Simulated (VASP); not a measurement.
**As7Ir: single point with PBE**

Crystal: As7Ir.

```xyz
8
Lattice="7.2654 0.0000 0.0000 -3.6327 6.2921 0.0000 0.0000 0.0000 8.4190" Properties=species:S:1:pos:R:3 pbc="T T T"
As    2.9732    0.0000    0.0000
As   -1.4866    2.5749    0.0000
As    2.1461    3.7172    0.0000
As    4.2922    0.0000    0.0000
As   -2.1461    3.7172    0.0000
As    1.4866    2.5749    0.0000
As    0.0000    0.0000    0.0000
Ir    0.0000    0.0000    4.2095
```

The cell was generated, and may not be a known phase.

* Program: VASP 6.6.1
* Task: single point
* Functional: PBE
* Potentials or basis: VASP PAW PBE potentials, release 64 (As, Ir)
* Cutoff: 520 eV
* k mesh: 3 × 3 × 2
* Occupations: gaussian, width 0.1 eV
* Spin: no spin polarisation
* Dipole correction: no
* Further INCAR settings: ALGO = Normal; EDIFF = 1e-06; NBANDS = 32

```
Pressure               : 76.9 GPa
Largest force          : 137.942 eV/Å
Band gap on the k mesh : zero (bands 22 and 23 overlap by 0.08 eV)
```

Forces on the atoms (eV/Å):
```
As  -137.942    0.000    0.000
As    68.971 -119.461    0.000
As    68.971  119.461    0.000
As   137.942    0.000    0.000
As   -68.971  119.461    0.000
As   -68.971 -119.461    0.000
As     0.000    0.000    0.000
Ir     0.000    0.000    0.000
```

Stress tensor (GPa, compression positive):
```
116.48   0.00   0.00
  0.00 116.48   0.00
  0.00   0.00  -2.11
```

Levels at points of the mesh, in eV from the Fermi level:
```
           k point  band 20  band 21  band 22  band 23  band 24  band 25  band 26  band 27
(0.00, 0.00, 0.00)    -0.34    -0.22    -0.22    -0.12    -0.05    -0.05     0.39     0.39
(0.00, 0.00, 0.50)    -0.24    -0.05    -0.05    -0.05    -0.05     0.19     0.19     0.29
```

Wall time 73 s on 1 thread of Intel(R) Xeon(R) 6975P-C (Granite Rapids) (shared host), peak memory 0.46 GiB.

Caveat: the k points lie up to 0.37 Å⁻¹ apart; atoms lie so close that the PAW spheres overlap strongly, which falsifies energies and pressures; spin-orbit coupling is left out, which moves the levels of the heavy elements; forces of over 1 eV/Å act on the atoms, so gaps and moduli don't describe the material at rest.
